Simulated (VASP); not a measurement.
Au, 1 atom in the cell. The structure is cubic, space group Fm-3m (No. 225). The conventional cell has a = 3.989 Å, b = 3.989 Å, c = 3.989 Å, α = 90.00°, β = 90.00°, γ = 90.00°. Au (site symmetry m-3m) has 12 Au at 2.82 Å within 3.7 Å. 

- Program: VASP 6.6.1
- Task: single point
- Functional: PBEsol
- Potentials or basis: VASP PAW PBE potentials, release 64 (Au)
- Cutoff: 500 eV
- k mesh: 20 × 20 × 20
- Occupations: fermi-dirac, width 0.15 eV
- Spin: no spin polarisation
- Dipole correction: no
- Further INCAR settings: ALGO = Normal; EDIFF = 1e-06; NBANDS = 12

Potentials or basis: VASP PAW PBE potentials, release 64 (Au).

Command:

```bash
$ cat potpaw_PBE.64/Au/POTCAR > POTCAR
$ mpirun -np 1 vasp_std > vasp.out
```

Hardware: 1 thread of Intel Xeon 8259CL (shared host).

Question: Estimate the wall time of this run.

Answer: Wall time 45 s on 1 thread of Intel Xeon 8259CL, with other jobs on the host, peak memory 0.18 GiB. Counts: scf iterations 11, k points 256.
